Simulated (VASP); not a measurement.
Here is a VASP 6.6.1 calculation.

INCAR

```
SYSTEM = SrTiO3
  PREC = Accurate
  ENCUT = 520
  EDIFF = 1E-6
  ISMEAR = 0
  SIGMA = 0.02
  LREAL = .FALSE.
  LASPH = .TRUE.
  NELM = 80
  ALGO = Normal
  ISIF = 2
  LWAVE = .FALSE.
  LCHARG = .TRUE.
  GGA = PE
  LELF = .TRUE.
  LVHAR = .TRUE.
  NBANDS = 28
```

File KPOINTS:

```
regular mesh
0
G
  8 8 8
  0 0 0
```

File POSCAR:

```
SrTiO3
1.0
    4.0634716980      0.0000000000      0.0000000000
    0.0000000000      4.0634716980      0.0000000000
    0.0000000000      0.0000000000      4.0634716980
Sr Ti O
1 1 3
Direct
    0.5000000000      0.5000000000      0.5000000000
    0.0000000000      0.0000000000      0.0000000000
    0.5000000000      0.0000000000      0.0000000000
    0.0000000000      0.5000000000      0.0000000000
    0.0000000000      0.0000000000      0.5000000000
```

Potentials or basis: VASP PAW PBE potentials, release 64 (Sr_sv, Ti_sv, O).

Run with:

```sh
$ cat potpaw_PBE.64/Sr_sv/POTCAR potpaw_PBE.64/Ti_sv/POTCAR potpaw_PBE.64/O/POTCAR > POTCAR
$ mpirun -np 1 vasp_std > vasp.out
```

(1) What does it give for the pressure?

(2) What does it give for the band gap on the k mesh?

Results:

(1) -12.7 GPa.

(2) 1.63 eV, indirect (least direct gap 2.03 eV).
